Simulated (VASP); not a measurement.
Hg: relaxation of shape and atoms at fixed volume with PBE+D3(BJ)

Crystal: Hg.

```xyz
3
Lattice="5.1040 0.0000 0.0000 -2.5520 4.4202 0.0000 0.0000 0.0000 3.0080" Properties=species:S:1:pos:R:3 pbc="T T T"
Hg    0.0000    2.9468    1.5040
Hg    0.0000    0.0000    0.0000
Hg    2.5520    1.4734    1.5040
```

| Property | Result |
| --- | --- |
| Program | VASP 6.6.1 |
| Task | relaxation of shape and atoms at fixed volume |
| Functional | PBE |
| Dispersion | D3(BJ) |
| Potentials or basis | VASP PAW PBE potentials, release 64 (Hg) |
| Cutoff | 600 eV |
| k mesh | 9 × 9 × 14 |
| Occupations | gaussian, width 0.1 eV |
| Spin | no spin polarisation |
| Dipole correction | no |
| Further INCAR settings | ALGO = Fast; EDIFF = 1e-06; IBRION = 2; EDIFFG = -0.01; NSW = 50; ISIF = 4 |

| Item | Value |
| --- | --- |
| Energy gained by relaxing | 0.0 meV/atom |
| Ionic steps | 3 |
| Pressure after relaxing | 5.5 GPa |
| Band gap on the k mesh | zero (bands 18 and 19 overlap by 4.77 eV) |
| Dispersion energy per atom | -0.463 eV |

Stress tensor (GPa, compression positive):
```
5.50 0.00 0.00
0.00 5.50 0.00
0.00 0.00 5.41
```

Final structure:
```
Hg
1.0
     5.09493    0.00000    0.00000
    -2.54747    4.41234    0.00000
     0.00000    0.00000    3.01863
Hg
3
Direct
  0.33333 0.66667 0.50000
  0.00000 0.00000 0.00000
  0.66667 0.33333 0.50000
```

Levels at points of the mesh, in eV from the Fermi level:
```tsv
k point	band 14	band 15	band 16	band 17	band 18	band 19	band 20	band 21	band 22
(0.00, 0.00, 0.00)	-6.46	-5.78	-5.78	-0.89	-0.42	1.96	1.96	2.01	2.01
(0.00, 0.00, 0.50)	-5.92	-5.44	-3.21	-2.97	3.50	3.69	3.89	3.90	4.39
```

It took 110 s on 1 thread of Intel(R) Xeon(R) 6975P-C (Granite Rapids), with other jobs on the host, peak memory 0.31 GiB.

Caveat: spin-orbit coupling is left out, which moves the levels of the heavy elements.
